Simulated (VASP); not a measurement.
# Lu (Fm-3m) in VASP: notebook

Lu is run at these levels: PBE; tasks: single point.

Program: VASP 6.6.1. These are calculated values, not measurements. Logs are shortened: lines on timing, memory, paths and dates and some standing lists are left out, and cuts for length are marked.

## 1. The cell of the first run

The structure is cubic, space group Fm-3m (No. 225). The conventional cell has a = 4.823 Å, b = 4.823 Å, c = 4.823 Å, α = 90.00°, β = 90.00°, γ = 90.00°. Lu (site symmetry m-3m) has 12 Lu at 3.41 Å within 4.5 Å.

This isn't the form of Lu at room conditions, which is hcp.

## 2. Single point, PBE (28.04 Å³/atom)

The input, INCAR:

```
SYSTEM = Lu
PREC = Accurate ; ENCUT = 520
EDIFF = 1E-7 ; ISMEAR = 0
SIGMA = 0.1 ; LREAL = .FALSE.
LASPH = .TRUE. ; NELM = 60
ALGO = Fast ; ISIF = 2
LWAVE = .FALSE. ; LCHARG = .FALSE.
GGA = PE ; NBANDS = 18
```

The input, KPOINTS:

```
regular mesh
0
G
  20 20 20
  0 0 0
```

The input, POSCAR:

```
Lu
1.0
    0.0000000000      2.4113733630      2.4113733630
    2.4113733630      0.0000000000      2.4113733630
    2.4113733630      2.4113733630      0.0000000000
Lu
1
Direct
    0.0000000000      0.0000000000      0.0000000000
```

Potentials or basis: VASP PAW PBE potentials, release 64 (Lu).

Run with:

```bash
cat potpaw_PBE.64/Lu/POTCAR > POTCAR
mpirun -np 1 vasp_std > vasp.out
```

OUTCAR:

```text
SYSTEM = Lu
   PREC = Accurate
   ENCUT = 520
   EDIFF = 1E-7
   ISMEAR = 0
   LREAL = .FALSE.
   LASPH = .TRUE.
   NELM = 60
   ISIF = 2
   GGA = PE

 ion  position               nearest neighbor table
   1  0.000  0.000  0.000-

  LATTYP: Found a face centered cubic cell.
 ALAT       =     4.8227467260

  Lattice vectors:

 A1 = (   0.0000000000,   2.4113733630,   2.4113733630)
 A2 = (   2.4113733630,   0.0000000000,   2.4113733630)
 A3 = (   2.4113733630,   2.4113733630,   0.0000000000)

Analysis of symmetry for initial positions (statically):
=====================================================================
 Subroutine PRICEL returns:
 Original cell was already a primitive cell.

 Routine SETGRP: Setting up the symmetry group for a
 face centered cubic supercell.

 Subroutine GETGRP returns: Found 48 space group operations
 (whereof 48 operations were pure point group operations)
 out of a pool of 48 trial point group operations.

The static configuration has the point symmetry O_h .

Analysis of symmetry for dynamics (positions and initial velocities):
=====================================================================
 Subroutine PRICEL returns:
 Original cell was already a primitive cell.

 Routine SETGRP: Setting up the symmetry group for a
 face centered cubic supercell.

 Subroutine GETGRP returns: Found 48 space group operations
 (whereof 48 operations were pure point group operations)
 out of a pool of 48 trial point group operations.

The dynamic configuration has the point symmetry O_h .

 Subroutine INISYM returns: Found 48 space group operations
 (whereof 48 operations are pure point group operations),
 and found     1 'primitive' translations

----------------------------------------------------------------------------------------

                                     Primitive cell

  volume of cell :      28.0429

  direct lattice vectors                    reciprocal lattice vectors
     0.000000000  2.411373363  2.411373363    -0.207350719  0.207350719  0.207350719
     2.411373363  0.000000000  2.411373363     0.207350719 -0.207350719  0.207350719
     2.411373363  2.411373363  0.000000000     0.207350719  0.207350719 -0.207350719

  length of vectors
     3.410196914  3.410196914  3.410196914     0.359141980  0.359141980  0.359141980

  position of ions in fractional coordinates (direct lattice)
     0.000000000  0.000000000  0.000000000

  ion indices of the primitive-cell ions
   primitive index   ion index
                 1           1

----------------------------------------------------------------------------------------

 KPOINTS: regular mesh

Automatic generation of k-mesh.
 Grid dimensions read from file:
 generate k-points for:   20   20   20

 Generating k-lattice:

  Cartesian coordinates                     Fractional coordinates (reciprocal lattice)
    -0.010367536  0.010367536  0.010367536     0.050000000  0.000000000  0.000000000
     0.010367536 -0.010367536  0.010367536     0.000000000  0.050000000  0.000000000
     0.010367536  0.010367536 -0.010367536     0.000000000  0.000000000  0.050000000

  Length of vectors
     0.017957099  0.017957099  0.017957099

  Shift w.r.t. Gamma in fractional coordinates (k-lattice)
     0.000000000  0.000000000  0.000000000

 Subroutine IBZKPT returns following result:
 ===========================================

 Found    256 irreducible k-points:

 Following reciprocal coordinates:
            Coordinates               Weight
  0.000000  0.000000  0.000000      1.000000
  0.050000  0.000000  0.000000      8.000000
  0.100000  0.000000  0.000000      8.000000
  0.150000  0.000000  0.000000      8.000000
  0.200000  0.000000  0.000000      8.000000
  0.250000  0.000000  0.000000      8.000000
[... 16 lines left out ...]
 -0.400000  0.050000  0.000000     24.000000
 -0.350000  0.050000  0.000000     24.000000
 [... further k-points ...]
   k-points           NKPTS =    256   k-points in BZ     NKDIM =    256   number of bands    NBANDS=     18
   number of dos      NEDOS =    301   number of ions     NIONS =      1
   total plane-waves  NPLWV =  21952
   dimension x,y,z NGX =    28 NGY =   28 NGZ =   28
   dimension x,y,z NGXF=    56 NGYF=   56 NGZF=   56
   ions per type =               1
   NGX,Y,Z   is equivalent  to a cutoff of  13.65, 13.65, 13.65 a.u.
   NGXF,Y,Z  is equivalent  to a cutoff of  27.30, 27.30, 27.30 a.u.
 SYSTEM =  Lu
   PREC   = accura    normal or accurate (medium, high low for compatibility)
   ISTART =      0    job   : 0-new  1-cont  2-samecut
   ICHARG =      2    charge: 1-file 2-atom 10-const
   ISPIN  =      1    spin polarized calculation?
   LNONCOLLINEAR =      F non collinear calculations
   LSORBIT =      F    spin-orbit coupling
   LASPH  =      T    aspherical Exc in radial PAW
   ENCUT  =  520.0 eV  38.22 Ry    6.18 a.u.   6.34  6.34  6.34*2*pi/ulx,y,z
   NELM   =     60;   NELMIN=  2; NELMDL= -5     # of ELM steps
   EDIFF  = 0.1E-06   stopping-criterion for ELM
   LREAL  =      F    real-space projection
   EDIFFG = 0.1E-05   stopping-criterion for IOM
   NSW    =      0    number of steps for IOM
   IBRION =     -1    ionic relax: 0-MD 1-quasi-New 2-CG
   NFREE  =      0    steps in history (QN), initial steepest desc. (CG)
   ISIF   =      2    stress and relaxation
   ISYM   =      2    0-nonsym 1-usesym 2-fastsym
   POTIM  = 0.5000    time-step for ionic-motion
   TEBEG  =    0.0;   TEEND  =   0.0 temperature during run
   PSTRESS=    0.0 pullay stress
   NELECT =      25.0000    total number of electrons
   NUPDOWN=      -1.0000    fix difference up-down
   EMIN   =  10.00;   EMAX   =-10.00  energy-range for DOS
   EFERMI =   0.00;   METHOD = LEGACY
   ISMEAR =     0;   SIGMA  =   0.10  broadening in eV -4-tet -1-fermi 0-gaus
   EFERMI_NEDOS =   21; number of points for ismear=-14 and -15
   IALGO  =     68    algorithm
   IMIX   =      4    mixing-type and parameters
     AMIX     =   0.40;   BMIX     =  1.00
     AMIX_MAG =   1.60;   BMIX_MAG =  1.00
  volume/ion in A,a.u.               =      28.04       189.24
  Fermi-wavevector in a.u.,A,eV,Ry     =   1.575604  2.977460 33.776839  2.482528
  Thomas-Fermi vector in A             =   2.676563
   LORBIT       =      0    0 simple, 1 ext, 2 COOP (PROOUT), +10 PAW based schemes
   GGA     = PE    functional components
   LHFCALC =     F    Hartree Fock is set to
   AEXX    =    0.0000 exact exchange contribution
   IVDW    =     0    specifies the selected vdW correction
   LEPSILON=     F    determine dielectric tensor
   LRPA    =     F    only Hartree local field effects (RPA)
 non-spin polarized calculation
 RMM-DIIS sequential band-by-band and
 Gauss-broadening in eV      SIGMA  =   0.10
  energy-cutoff  :      520.00
  volume of cell :       28.04
 maximum number of plane-waves:       769
 NGX is ok and might be reduce to    28
   NGX = 13   NGY = 13   NGZ = 13

 number of electron      25.0000005 magnetization

 Free energy of the ion-electron system (eV)
  ---------------------------------------------------
  ext. energy  EPLUGINS =         0.00000000
  ---------------------------------------------------
  free energy    TOTEN  =        -4.47755453 eV

  energy without entropy =       -4.47039160  energy(sigma->0) =       -4.47397307

 E-fermi :   2.4303     XC(G=0): -10.8438

 val. band max:        2.4282700012   @ k =  -0.4000   0.4000   0.2000
 cond. band min:       2.4482567991   @ k =   0.5000   0.1500   0.0000
 fundamental gap:      0.0199867978
 Fermi energy:         2.4303356770

 k-point     1 :       0.0000    0.0000    0.0000
  band No.  band energies     occupation
      1     -53.7112      2.00000
      2     -24.1115      2.00000
      3     -24.1115      2.00000
      4     -24.1115      2.00000
      5      -3.7459      2.00000
      6      -2.5438      2.00000
[... 10 lines left out ...]
     17       7.2017      0.00000
     18      12.8554      0.00000

 k-point     2 :       0.0500    0.0000    0.0000
  band No.  band energies     occupation
      1     -53.7103      2.00000
      2     -24.1260      2.00000
      3     -24.1133      2.00000
      4     -24.1133      2.00000
      5      -3.6732      2.00000
      6      -2.5423      2.00000
[... 10 lines left out ...]
     17       7.1570      0.00000
     18      13.0291      0.00000

 k-point     3 :       0.1000    0.0000    0.0000
  band No.  band energies     occupation
      1     -53.7078      2.00000
      2     -24.1680      2.00000
      3     -24.1187      2.00000
      4     -24.1187      2.00000
      5      -3.4590      2.00000
      6      -2.5379      2.00000
[... 10 lines left out ...]
     17       7.0484      0.00000
     18      13.4968      0.00000

 k-point     4 :       0.1500    0.0000    0.0000
  band No.  band energies     occupation
      1     -53.7039      2.00000
      2     -24.2327      2.00000
      3     -24.1272      2.00000
      4     -24.1272      2.00000
      5      -3.1154      2.00000
      6      -2.5314      2.00000
[... 375 lines left out ...]
      4     -24.1871      2.00000
      5      -2.5270      2.00000
      6      -2.4930      2.00000
[... 10 lines left out ...]
     17       9.1254      0.00000
     18      10.8978      0.00000

 k-point    23 :      -0.4000    0.0500    0.0000
  band No.  band energies     occupation
      1     -53.6779      2.00000
      2     -24.6344      2.00000
      3     -24.1957      2.00000
      4     -24.1805      2.00000
      5      -2.5254      2.00000
      6      -2.4898      2.00000
[... 10 lines left out ...]
     17       8.9382      0.00000
     18      11.1849      0.00000

 k-point    24 :      -0.3500    0.0500    0.0000
  band No.  band energies     occupation
      1     -53.6814      2.00000
      2     -24.5823      2.00000
      3     -24.1899      2.00000
      4     -24.1712      2.00000
      5      -2.5229      2.00000
      6      -2.4837      2.00000
[... 10 lines left out ...]
     17       8.5479      0.00000
     18      11.5828      0.00000

 [... further k-points ...]

------------------------ aborting loop because EDIFF is reached ----------------------------------------

  FORCE on cell =-STRESS in cart. coord.  units (eV):
  Direction    XX          YY          ZZ          XY          YZ          ZX
  --------------------------------------------------------------------------------------
  -------------------------------------------------------------------------------------
  Total        0.2681988      0.2681988      0.2681988      0.0000000      0.0000000     -0.0000000
  in kB       15.3230089     15.3230089     15.3230089      0.0000000      0.0000000     -0.0000000
  external PRESSURE =      15.3230089 kB  Pullay stress =       0.0000000 kB

 VOLUME and BASIS-vectors are now :
 -----------------------------------------------------------------------------
  energy-cutoff  :      520.00
  volume of cell :       28.04
      direct lattice vectors                 reciprocal lattice vectors
     0.000000000  2.411373363  2.411373363    -0.207350719  0.207350719  0.207350719
     2.411373363  0.000000000  2.411373363     0.207350719 -0.207350719  0.207350719
     2.411373363  2.411373363  0.000000000     0.207350719  0.207350719 -0.207350719

 POSITION                                       TOTAL-FORCE (eV/Angst)
 -----------------------------------------------------------------------------------
      0.00000      0.00000      0.00000         0.000000      0.000000      0.000000
 -----------------------------------------------------------------------------------
    total drift:                               -0.000000     -0.000000     -0.000000

  FREE ENERGIE OF THE ION-ELECTRON SYSTEM (eV)
  ---------------------------------------------------
  free  energy   TOTEN  =        -4.4775545342 eV

  energy  without entropy=       -4.4703916010  energy(sigma->0) =       -4.47397307
```

Wall time 2.2 min (1 thread of Intel Xeon 6975P-C (Granite Rapids), shared host); peak memory 0.27 GiB.

What came out:

```
Free energy            : -4.4776 eV
Pressure               : 1.5 GPa
Band gap on the k mesh : zero (an odd number of electrons rules out a gap without spin polarisation)
```

Caveat: spin-orbit coupling is left out, which moves the levels of the heavy elements.

## 3. Single point, PBE

This run uses another cell than the first one, of 28.91 Å³/atom.

The input, INCAR:

```
PREC = Accurate
ENCUT = 520
EDIFF = 1E-6
ISMEAR = 0
SIGMA = 0.1
LREAL = False
LASPH = True
NELM = 100
ALGO = Fast
ISIF = 2
LWAVE = False
LCHARG = True
GGA = PE
LELF = True
LVHAR = True
NBANDS = 18
```

The input, KPOINTS:

```
regular mesh
0
Gamma
  20 20 20
```

The input, POSCAR:

```
Lu
1.0
    0.0000000000      2.4359809132      2.4359809132
    2.4359809132      0.0000000000      2.4359809132
    2.4359809132      2.4359809132      0.0000000000
Lu
1
Direct
    0.0000000000      0.0000000000      0.0000000000
```

Potentials or basis: VASP PAW PBE potentials, release 64 (Lu).

Run with:

```bash
cat potpaw_PBE.64/Lu/POTCAR > POTCAR
mpirun -np 1 vasp_std > vasp.out
```

Run time: 1.8 min. Hardware: 1 thread of Intel Xeon 6975P-C (Granite Rapids), shared host; peak memory 0.27 GiB.

Results (log left out):

* Free energy: -4.4825 eV
* Pressure: 0.1 GPa
* Band gap on the k mesh: zero (an odd number of electrons rules out a gap without spin polarisation)

Levels at points of the mesh, in eV from the Fermi level:
```tsv
k point	band 9	band 10	band 11	band 12	band 13	band 14	band 15	band 16
(0.00, 0.00, 0.00)	-4.97	-4.89	-4.89	-4.89	2.25	2.25	2.25	4.65
(0.50, 0.00, 0.00)	-4.91	-4.91	-4.89	-2.60	0.33	2.04	2.04	6.43
(0.50, 0.50, 0.00)	-4.92	-4.92	-4.92	-2.04	-0.83	1.94	6.45	6.95
```

Caveat: spin-orbit coupling is left out, which moves the levels of the heavy elements.

## 4. Single point, PBE (29.78 Å³/atom)

This run uses another cell than the first one, of 29.78 Å³/atom.

The input, INCAR:

```
PREC     = Accurate       # precision mode
ENCUT    = 520            # plane-wave cutoff, eV
EDIFF    = 1E-7           # SCF threshold, eV
ISMEAR   = 0              # smearing method
SIGMA    = 0.1            # smearing width, eV
LREAL    = F              # projectors in reciprocal space
LASPH    = T              # aspherical terms in the spheres
NELM     = 80             # most SCF steps
ALGO     = Fast           # electronic algorithm
ISIF     = 2              # what is computed and relaxed
LWAVE    = F              # write WAVECAR
LCHARG   = F              # write CHGCAR
GGA      = PE             # functional
NBANDS   = 18             # bands
```

The input, KPOINTS:

```
Automatic mesh
0
Gamma
  20 20 20
```

The input, POSCAR:

```
Lu
1.0
    0.0000000000      2.4601011048      2.4601011048
    2.4601011048      0.0000000000      2.4601011048
    2.4601011048      2.4601011048      0.0000000000
Lu
1
Direct
    0.0000000000      0.0000000000      0.0000000000
```

Run with:

```bash
cat potpaw_PBE.64/Lu/POTCAR > POTCAR
mpirun -np 1 vasp_std > vasp.out
```

It took 2.2 min on 1 thread of Intel Xeon 6975P-C (Granite Rapids), shared host; peak memory 0.28 GiB.

Results (log left out):

```
Free energy            : -4.4804 eV
Pressure               : -1.1 GPa
Band gap on the k mesh : zero (an odd number of electrons rules out a gap without spin polarisation)
```

Levels at points of the mesh, in eV from the Fermi level:
| k point | band 9 | band 10 | band 11 | band 12 | band 13 | band 14 | band 15 | band 16 |
| --- | --- | --- | --- | --- | --- | --- | --- | --- |
| (0.00, 0.00, 0.00) | -5.02 | -4.95 | -4.95 | -4.95 | 2.22 | 2.22 | 2.22 | 4.54 |
| (0.50, 0.00, 0.00) | -4.97 | -4.97 | -4.95 | -2.56 | 0.26 | 2.02 | 2.02 | 6.25 |
| (0.50, 0.50, 0.00) | -4.98 | -4.98 | -4.97 | -1.97 | -0.77 | 1.81 | 6.27 | 6.75 |

Caveat: spin-orbit coupling is left out, which moves the levels of the heavy elements.

## 5. The runs side by side

| cell | further INCAR settings | gap on the mesh (eV) | pressure (GPa) |
| --- | --- | --- | --- |
| a = 3.410 Å, angles 60.0°, 1 atom | ALGO = Fast; EDIFF = 1e-07; NBANDS = 18 | none | 1.5 |
| a = 3.445 Å, angles 60.0°, 1 atom | ALGO = Fast; EDIFF = 1e-06; NBANDS = 18 | none | 0.1 |
| a = 3.479 Å, angles 60.0°, 1 atom | ALGO = Fast; EDIFF = 1e-07; NBANDS = 18 | none | -1.1 |

Alike in all rows: task single point; level PBE; potentials or basis VASP PAW PBE potentials, release 64 (Lu); no spin polarisation; k mesh 20 × 20 × 20; cutoff (eV) 520; smearing gaussian 0.1 eV.

Caveats: spin-orbit coupling is left out, which moves the levels of the heavy elements.

Total energies depend on the potentials used, so only differences within one code and one set of settings carry meaning.
